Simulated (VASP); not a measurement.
A run of VASP 6.6.1 is set up as follows.

INCAR

```
PREC = Accurate ; ENCUT = 520
EDIFF = 1E-6 ; ISMEAR = 0
SIGMA = 0.1 ; LREAL = F
LASPH = T ; NELM = 100
ALGO = Normal ; ISIF = 2
LWAVE = F ; LCHARG = F
GGA = PE ; NBANDS = 41
```

The input KPOINTS:

```
regular mesh
0
Gamma
  10 10 10
```

File POSCAR:

```
HfGe4
1.0
   -3.0698085815      3.0698085815      3.0698085815
    3.0698085815     -3.0698085815      3.0698085815
    3.0698085815      3.0698085815     -3.0698085815
Hf Ge
1 4
Direct
    0.0000000000      0.0000000000      0.0000000000
    0.0000000000      0.0000000000      0.5000000000
    0.5000000000      0.0000000000      0.0000000000
    0.5000000000      0.5000000000      0.5000000000
    0.0000000000      0.5000000000      0.0000000000
```

Potentials or basis: VASP PAW PBE potentials, release 64 (Hf_pv, Ge_d).

Command:

```sh
$ cat potpaw_PBE.64/Hf_pv/POTCAR potpaw_PBE.64/Ge_d/POTCAR > POTCAR
$ mpirun -np 1 vasp_std > vasp.out
```

Predict the pressure.

0.0 GPa.

What does it give for the band gap on the k mesh?

Zero (band 33 reaches 4.82 eV, above the bottom of band 34 at 4.11 eV).

Caveat: spin-orbit coupling is left out, which moves the levels of the heavy elements.
